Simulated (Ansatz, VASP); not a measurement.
## One calculation of Os3Au, two programs

```xyz
4
Lattice="3.9177 0.0000 0.0000 0.0000 3.9177 0.0000 0.0000 0.0000 3.9177" Properties=species:S:1:pos:R:3 pbc="T T T"
Os    0.0000    1.9589    1.9589
Os    1.9589    0.0000    1.9589
Os    1.9589    1.9589    0.0000
Au    0.0000    0.0000    0.0000
```

Alike in both runs: functional PBE; k mesh 4 × 4 × 4; occupations gaussian, width 0.1 eV; no spin polarisation.

Ansatz relaxed the structure, and its values are those at the end. VASP's run is a single point on that final structure, the one shown.

|  | VASP | Ansatz |
| --- | --- | --- |
| version | VASP 6.6.1 | Ansatz 0.2.0 |
| potentials or method | VASP PAW PBE potentials, release 64 (Os, Au), cutoff 520 eV | scalar-relativistic, plane waves, PAW |
| valence electrons in the cell | 35 | 67 |

|  | VASP | Ansatz | Ansatz less VASP |
| --- | --- | --- | --- |
| gap on the k mesh at the Fermi level (eV) | none | none | - |
| pressure (GPa) | -0.3 | -0.1 | +0.24 |

A gap of «none» marks a metal or a gap that the smearing closes. VASP's potentials hold 35 valence electrons a cell and Ansatz's 67, so a difference there can come from the potentials and not from the codes.

The k mesh is coarse, so the values compare programs but aren't converged. Spin-orbit coupling is off throughout.
